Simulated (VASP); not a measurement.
# CdS (Fm-3m) in VASP: further runs, part 2 of 2

VASP 6.6.1. Earlier steps stand in the parts before.

## 3. Single point, PBEsol

This run uses another cell than the first one, of 19.31 Å³/atom, 1.028 times its volume.

File INCAR:

```
SYSTEM = CdS
PREC = Accurate
ENCUT = 500
EDIFF = 1E-6
ISMEAR = 0
SIGMA = 0.01
LREAL = .False.
LASPH = .True.
NELM = 120
ALGO = Normal
ISIF = 2
LWAVE = .False.
LCHARG = .True.
GGA = PS
LELF = .True.
LVHAR = .True.
NBANDS = 16
GGA_COMPAT = .False.
```

File KPOINTS:

```
Automatic mesh
0
Gamma
  6 6 6
  0 0 0
```

File POSCAR:

```
CdS
1.0
    0.0000000000      2.6826166291      2.6826166291
    2.6826166291      0.0000000000      2.6826166291
    2.6826166291      2.6826166291      0.0000000000
Cd S
1 1
Direct
    0.0000000000      0.0000000000      0.0000000000
    0.5000000000      0.5000000000      0.5000000000
```

Potentials or basis: VASP PAW PBE potentials, release 64 (Cd, S).

Run with:

```sh
$ cat potpaw_PBE.64/Cd/POTCAR potpaw_PBE.64/S/POTCAR > POTCAR
$ mpirun -np 1 vasp_std > vasp.out
```

OUTCAR:

```text
SYSTEM = CdS
   PREC = Accurate
   ENCUT = 500
   EDIFF = 1E-6
   ISMEAR = 0
   LREAL = .False.
   LASPH = .True.
   NELM = 120
   ISIF = 2
   GGA = PS

 ion  position               nearest neighbor table
   1  0.000  0.000  0.000-   2 2.68   2 2.68   2 2.68   2 2.68   2 2.68   2 2.68
   2  0.500  0.500  0.500-   1 2.68   1 2.68   1 2.68   1 2.68   1 2.68   1 2.68

  LATTYP: Found a face centered cubic cell.
 ALAT       =     5.3652332582

  Lattice vectors:

 A1 = (   0.0000000000,   2.6826166291,   2.6826166291)
 A2 = (   2.6826166291,   0.0000000000,   2.6826166291)
 A3 = (   2.6826166291,   2.6826166291,   0.0000000000)

Analysis of symmetry for initial positions (statically):
=====================================================================
 Subroutine PRICEL returns:
 Original cell was already a primitive cell.

 Routine SETGRP: Setting up the symmetry group for a
 face centered cubic supercell.

 Subroutine GETGRP returns: Found 48 space group operations
 (whereof 48 operations were pure point group operations)
 out of a pool of 48 trial point group operations.

The static configuration has the point symmetry O_h .

Analysis of symmetry for dynamics (positions and initial velocities):
=====================================================================
 Subroutine PRICEL returns:
 Original cell was already a primitive cell.

 Routine SETGRP: Setting up the symmetry group for a
 face centered cubic supercell.

 Subroutine GETGRP returns: Found 48 space group operations
 (whereof 48 operations were pure point group operations)
 out of a pool of 48 trial point group operations.

The dynamic configuration has the point symmetry O_h .

 Subroutine INISYM returns: Found 48 space group operations
 (whereof 48 operations are pure point group operations),
 and found     1 'primitive' translations

----------------------------------------------------------------------------------------

                                     Primitive cell

[... 100 lines left out ...]
     AMIX     =   0.40;   BMIX     =  1.00
     AMIX_MAG =   1.60;   BMIX_MAG =  1.00
  volume/ion in A,a.u.               =      19.31       130.28
  Fermi-wavevector in a.u.,A,eV,Ry     =   1.269396  2.398810 21.923961  1.611366
  Thomas-Fermi vector in A             =   2.402439
   LORBIT       =      0    0 simple, 1 ext, 2 COOP (PROOUT), +10 PAW based schemes
   GGA     = PS    functional components
   LHFCALC =     F    Hartree Fock is set to
   AEXX    =    0.0000 exact exchange contribution
   IVDW    =     0    specifies the selected vdW correction
   LEPSILON=     F    determine dielectric tensor
   LRPA    =     F    only Hartree local field effects (RPA)
 non-spin polarized calculation
 Gauss-broadening in eV      SIGMA  =   0.01
  energy-cutoff  :      500.00
  volume of cell :       38.61
 maximum number of plane-waves:      1002
   NGX = 13   NGY = 13   NGZ = 13

 number of electron      18.0000007 magnetization

 Free energy of the ion-electron system (eV)
  ---------------------------------------------------
  ext. energy  EPLUGINS =         0.00000000
  ---------------------------------------------------
  free energy    TOTEN  =        -6.63219794 eV

  energy without entropy =       -6.63219794  energy(sigma->0) =       -6.63219794

 E-fermi :   3.4857     XC(G=0): -10.8937

 val. band max:        3.4225886078   @ k =   0.5000   0.0000   0.0000
 cond. band min:       3.5288807593   @ k =   0.5000   0.5000   0.0000
 fundamental gap:      0.1062921515
 Fermi energy:         3.4856789683

 k-point     1 :       0.0000    0.0000    0.0000
  band No.  band energies     occupation
      1      -9.8398      2.00000
      2      -4.3381      2.00000
      3      -4.3381      2.00000
      4      -4.3355      2.00000
      5      -4.3355      2.00000
      6      -4.3355      2.00000
[... 281 lines left out ...]
      3      -4.4274      2.00000
      4      -4.2073      2.00000
      5      -4.0053      2.00000
      6      -3.3723      2.00000
[... 8 lines left out ...]
     15      17.4418      0.00000
     16      18.1865      0.00000

------------------------ aborting loop because EDIFF is reached ----------------------------------------

  FORCE on cell =-STRESS in cart. coord.  units (eV):
  Direction    XX          YY          ZZ          XY          YZ          ZX
  --------------------------------------------------------------------------------------
  -------------------------------------------------------------------------------------
  Total        0.5344801      0.5344801      0.5344801      0.0000000      0.0000000      0.0000000
  in kB       22.1787103     22.1787103     22.1787103      0.0000000      0.0000000      0.0000000
  external PRESSURE =      22.1787103 kB  Pullay stress =       0.0000000 kB

 VOLUME and BASIS-vectors are now :
 -----------------------------------------------------------------------------
  energy-cutoff  :      500.00
  volume of cell :       38.61
      direct lattice vectors                 reciprocal lattice vectors
     0.000000000  2.682616629  2.682616629    -0.186385186  0.186385186  0.186385186
     2.682616629  0.000000000  2.682616629     0.186385186 -0.186385186  0.186385186
     2.682616629  2.682616629  0.000000000     0.186385186  0.186385186 -0.186385186

 POSITION                                       TOTAL-FORCE (eV/Angst)
 -----------------------------------------------------------------------------------
      0.00000      0.00000      0.00000        -0.000000     -0.000000     -0.000000
      2.68262      2.68262      2.68262         0.000000      0.000000      0.000000
 -----------------------------------------------------------------------------------
    total drift:                                0.000000      0.000000      0.000000

  FREE ENERGIE OF THE ION-ELECTRON SYSTEM (eV)
  ---------------------------------------------------
  free  energy   TOTEN  =        -6.6321979412 eV

  energy  without entropy=       -6.6321979412  energy(sigma->0) =       -6.63219794
```

stdout:

```text
POSCAR found type information on POSCAR CdS
 POSCAR found :  2 types and       2 ions
 scaLAPACK will be used
 -----------------------------------------------------------------------------
|                                                                             |
|                                                                             |
|     You enforced a specific xc type in the INCAR file but a different       |
|     I HOPE YOU KNOW WHAT YOU ARE DOING!                                     |
|                                                                             |
 -----------------------------------------------------------------------------

 LDA part: xc-table for (Slater+PW92), standard interpolation
 POSCAR, INCAR and KPOINTS ok, starting setup
 FFT: planning ... GRIDC
 FFT: planning ... GRID_SOFT
 FFT: planning ... GRID
 WAVECAR not read
 entering main loop
```

It took 16 s on 1 thread of Intel Xeon 8259CL, shared host; peak memory 0.16 GiB.

What came out:

| Quantity | Value |
| --- | --- |
| Free energy | -6.6322 eV |
| Pressure | 2.2 GPa |
| Band gap on the k mesh | 0.11 eV, indirect (least direct gap 1.94 eV) |

Levels at points of the mesh, in eV from the valence-band top:
| k point | band 7 | band 8 | band 9 | band 10 | band 11 | band 12 |
| --- | --- | --- | --- | --- | --- | --- |
| (0.00, 0.00, 0.00) | -0.89 | -0.89 | -0.89 | 1.05 | 9.15 | 9.15 |
| (0.50, 0.00, 0.00) | -5.20 | 0.00 | 0.00 | 3.29 | 5.74 | 5.74 |
| (0.50, 0.50, 0.00) | -4.74 | -2.43 | -2.43 | 0.11 | 5.80 | 10.12 |

Caveat: the PAW data sets were made with another functional, which shifts forces and pressure a little.

## 4. Single point, PBEsol

This run uses another cell than the first one, of 19.83 Å³/atom, 1.056 times its volume.

Changes to INCAR since step 3:

```diff
@@ -12,6 +12,4 @@
 LWAVE = .False.
-LCHARG = .True.
+LCHARG = .False.
 GGA = PS
-LELF = .True.
-LVHAR = .True.
 NBANDS = 16
```

File KPOINTS:

```
regular mesh
0
Gamma
  6 6 6
  0 0 0
```

File POSCAR:

```
CdS
1.0
    0.0000000000      2.7065698307      2.7065698307
    2.7065698307      0.0000000000      2.7065698307
    2.7065698307      2.7065698307      0.0000000000
Cd S
1 1
Direct
    0.0000000000      0.0000000000      0.0000000000
    0.5000000000      0.5000000000      0.5000000000
```

Run with:

```sh
$ cat potpaw_PBE.64/Cd/POTCAR potpaw_PBE.64/S/POTCAR > POTCAR
$ mpirun -np 1 vasp_std > vasp.out
```

Wall time 16 s (1 thread of Intel Xeon 8259CL, shared host); peak memory 0.15 GiB.

The run converged. Its results:

* Free energy: -6.6389 eV
* Pressure: -0.2 GPa
* Band gap on the k mesh: 0.12 eV, indirect (least direct gap 1.75 eV)

Levels at points of the mesh, in eV from the valence-band top:
```
           k point  band 5  band 6  band 7  band 8  band 9  band 10  band 11  band 12  band 13  band 14
(0.00, 0.00, 0.00)   -7.68   -7.68   -0.82   -0.82   -0.82     0.93     9.15     9.15     9.15    11.06
(0.50, 0.00, 0.00)   -7.45   -7.45   -5.07    0.00    0.00     3.32     5.76     5.76     7.02    12.21
(0.50, 0.50, 0.00)   -7.38   -6.63   -4.54   -2.31   -2.31     0.12     5.85     9.94    11.38    11.38
```

Caveat: the PAW data sets were made with another functional, which shifts forces and pressure a little.

## 5. Single point, PBEsol

This run uses another cell than the first one, of 20.35 Å³/atom, 1.083 times its volume.

File INCAR:

```
ALGO = Normal
EDIFF = 1E-6
ENCUT = 500
GGA = PS
GGA_COMPAT = F
ISIF = 2
ISMEAR = 0
LASPH = T
LCHARG = F
LREAL = F
LWAVE = F
NBANDS = 16
NELM = 120
PREC = Accurate
SIGMA = 0.01
```

File KPOINTS:

```
k-points
0
Gamma
  6 6 6
```

File POSCAR:

```
CdS
1.0
    0.0000000000      2.7301064019      2.7301064019
    2.7301064019      0.0000000000      2.7301064019
    2.7301064019      2.7301064019      0.0000000000
Cd S
1 1
Direct
    0.0000000000      0.0000000000      0.0000000000
    0.5000000000      0.5000000000      0.5000000000
```

Run with:

```sh
$ cat potpaw_PBE.64/Cd/POTCAR potpaw_PBE.64/S/POTCAR > POTCAR
$ mpirun -np 1 vasp_std > vasp.out
```

Wall time 17 s (1 thread of Intel Xeon 8259CL, shared host); peak memory 0.15 GiB.

It converged, with:

* Free energy: -6.6314 eV
* Pressure: -2.2 GPa
* Band gap on the k mesh: 0.12 eV, indirect (least direct gap 1.57 eV)

Levels at points of the mesh, in eV from the valence-band top:
```
           k point  band 7  band 8  band 9  band 10  band 11  band 12
(0.00, 0.00, 0.00)   -0.76   -0.76   -0.76     0.81     9.15     9.15
(0.50, 0.00, 0.00)   -4.94    0.00    0.00     3.34     5.79     5.79
(0.50, 0.50, 0.00)   -4.36   -2.20   -2.20     0.12     5.89     9.77
```

Caveat: the PAW data sets were made with another functional, which shifts forces and pressure a little. A k mesh can miss the band edges.

## 6. Summary

```tsv
cell	gap on the mesh (eV)	pressure (GPa)
a = 3.759 Å, angles 60.0°, 2 atoms	0.09	5.0
a = 3.794 Å, angles 60.0°, 2 atoms	0.11	2.2
a = 3.828 Å, angles 60.0°, 2 atoms	0.12	-0.2
a = 3.861 Å, angles 60.0°, 2 atoms	0.12	-2.2
```

Alike in all rows: task single point; level PBEsol; potentials or basis VASP PAW PBE potentials, release 64 (Cd, S); no spin polarisation; k mesh 6 × 6 × 6; cutoff (eV) 500; smearing gaussian 0.01 eV.

Caveats: the PAW data sets were made with another functional, which shifts forces and pressure a little.

Absolute energies hang on the potentials; compare differences alone.
